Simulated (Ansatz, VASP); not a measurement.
## Two plane-wave programs on SbP3

POSCAR

```
SbP3
1.0
    3.6961680000      2.1339840000      3.4714310000
   -3.6961680000      2.1339840000      3.4714310000
    0.0000000000     -4.2679680000      3.4714310000
Sb P
2 6
Direct
    0.2690000000      0.2690000000      0.2690000000
    0.7310000000      0.7310000000      0.7310000000
    0.7970000000      0.2520000000      0.7970000000
    0.7970000000      0.7970000000      0.2520000000
    0.2520000000      0.7970000000      0.7970000000
    0.2030000000      0.7480000000      0.2030000000
    0.7480000000      0.2030000000      0.2030000000
    0.2030000000      0.2030000000      0.7480000000
```

Contents of INCAR.step1:

```
SYSTEM = SbP3
PREC     = Accurate       ! precision mode
ENCUT    = 550            ! plane-wave cutoff, eV
ISMEAR   = -1             ! smearing method
SIGMA    = 0.1            ! smearing width, eV
LREAL    = .False.        ! projectors in reciprocal space
LASPH    = .True.         ! aspherical terms in the spheres
NELM     = 120            ! most SCF steps
NBANDS   = 40             ! bands
GGA      = PE             ! functional
ALGO     = Normal         ! electronic algorithm
EDIFF    = 1E-5           ! SCF threshold, eV
LWAVE    = .True.         ! write WAVECAR
LCHARG   = .False.        ! write CHGCAR
GGA_COMPAT= .False.
```

Contents of INCAR.step2:

```
SYSTEM = SbP3
PREC     = Accurate       ! precision mode
ENCUT    = 550            ! plane-wave cutoff, eV
EDIFF    = 1E-6           ! SCF threshold, eV
ISMEAR   = -1             ! smearing method
SIGMA    = 0.1            ! smearing width, eV
LREAL    = .False.        ! projectors in reciprocal space
LASPH    = .True.         ! aspherical terms in the spheres
NELM     = 120            ! most SCF steps
ALGO     = Normal         ! electronic algorithm
ISIF     = 2              ! what is computed and relaxed
LWAVE    = .False.        ! write WAVECAR
LCHARG   = .False.        ! write CHGCAR
METAGGA  = R2SCAN         ! meta-GGA
LMIXTAU  = .True.       
NBANDS   = 40             ! bands
ISTART   = 1            
GGA_COMPAT= .False.
```

KPOINTS

```
regular mesh
0
Gamma
  6 6 6
  0 0 0
```

Input for Ansatz:

```yaml
crystal:
  lattice:
    - [3.696168, 2.133984, 3.471431]
    - [-3.696168, 2.133984, 3.471431]
    - [0.0, -4.267968, 3.471431]
  atoms:
    - { symbol: Sb, position: [0.269, 0.269, 0.269] }
    - { symbol: Sb, position: [0.731, 0.731, 0.731] }
    - { symbol: P, position: [0.797, 0.252, 0.797] }
    - { symbol: P, position: [0.797, 0.797, 0.252] }
    - { symbol: P, position: [0.252, 0.797, 0.797] }
    - { symbol: P, position: [0.203, 0.748, 0.203] }
    - { symbol: P, position: [0.748, 0.203, 0.203] }
    - { symbol: P, position: [0.203, 0.203, 0.748] }
  symmetry: { tolerance: 0.0003 }
kpoints:
  mp_grid: { grid: [6, 6, 6], shift: [0, 0, 0] }
  band_path:
    path:
      - [0.0, 0.0, 0.0]
      - [0.5, 0.5, 0.5]
      - [0.58140681, 0.41859319, 0.5]
      - [0.5, -0.41859319, 0.41859319]
      - [0.5, 0.0, 0.0]
      - [0.0, 0.0, 0.0]
      - [0.4592966, -0.4592966, 0.0]
      - [0.5407034, 0.0, 0.4592966]
      - [0.5, 0.0, 0.5]
      - [0.0, 0.0, 0.0]
    npoints: 6
magnetization:
  spin_polarized: false
scf:
  occupations: { method: fermi_dirac }
  lower_state_search: "off"
  max_iter: 200
hamiltonian:
  pseudopotentials: { kind: paw }
  xc: r2scan
basis:
  ecutwfc: 500
  fft_grid_basis: typed
output:
  forces: true
  stress: true
  eigenvalues: true
  bader: true
  populations: true
  elf: true
  write_potential: true
  volumetric_format: npy
  dos:
    e_range: [-12, 8]
    de: 0.05
    projected: { site_lists: { P: [P], Sb: [Sb] } }
checkpoint:
  read: saved_state
```

Alike in both runs: task single point; functional r2SCAN; k mesh 6 × 6 × 6; no spin polarisation.

|  | VASP | Ansatz |
| --- | --- | --- |
| version | VASP 6.6.1 | Ansatz 0.2.0 |
| potentials or method | VASP PAW PBE potentials, release 64 (Sb_d_GW, P), cutoff 550 eV | PAW plane waves |
| occupations | fermi-dirac, width 0.1 eV | fermi-dirac |
| valence electrons in the cell | 60 | 60 |

Ansatz gave:

| Item | Value |
| --- | --- |
| pressure (GPa) | 4.4 |
| traceless stress, the component that is largest in VASP (GPa) | -0.14 |
| rms of the force components (eV/Å) | 0.355 |

Problem. What did VASP give for the same quantities?

Solution. Pressure (GPa): 4.1; traceless stress, the component that is largest in VASP (GPa): -0.04; rms of the force components (eV/Å): 0.321.

VASP's potentials were made for PBE, not for r2SCAN. Atom by atom the forces differ by 0.047 eV/Å (rms over components).

Neither program's run includes spin-orbit coupling.
